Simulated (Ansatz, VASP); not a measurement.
# One calculation of Al, two programs

```
Al
1.0
     2.81684    0.00000    0.00000
     0.00000    2.81684    0.00000
     0.00000    0.00000   26.95086
Al
7
Direct
  0.50000 0.50000 0.27828
  0.00000 0.00000 0.35219
  0.50000 0.50000 0.42609
  0.00000 0.00000 0.50000
  0.50000 0.50000 0.57391
  0.00000 0.00000 0.64781
  0.50000 0.50000 0.72172
```

Alike in both runs: task single point; functional LDA; k mesh 12 × 12 × 1; occupations gaussian, width 0.1 eV; no spin polarisation.

|  | VASP | Ansatz |
| --- | --- | --- |
| version | VASP 6.6.1 | Ansatz 0.2.0 |
| potentials or method | VASP PAW LDA potentials, release 64 (Al), cutoff 520 eV | scalar-relativistic, plane waves, PAW |
| valence electrons in the cell | 21 | 21 |

Ansatz gave:

| Quantity | Value |
| --- | --- |
| gap on the k mesh at the Fermi level (eV) | none |
| rms of the force components (eV/Å) | 0.058 |

Problem. Estimate VASP's values.

Solution. gap on the k mesh at the Fermi level (eV): none; rms of the force components (eV/Å): 0.059.

LDA's correlation is that of Perdew and Zunger in VASP and of Perdew and Wang (1992) in Ansatz. Atom by atom the forces differ by 0.002 eV/Å (rms over components). A gap of «none» marks a metal or a gap that the smearing closes. Ansatz's warnings: xc potential rough in thin density.
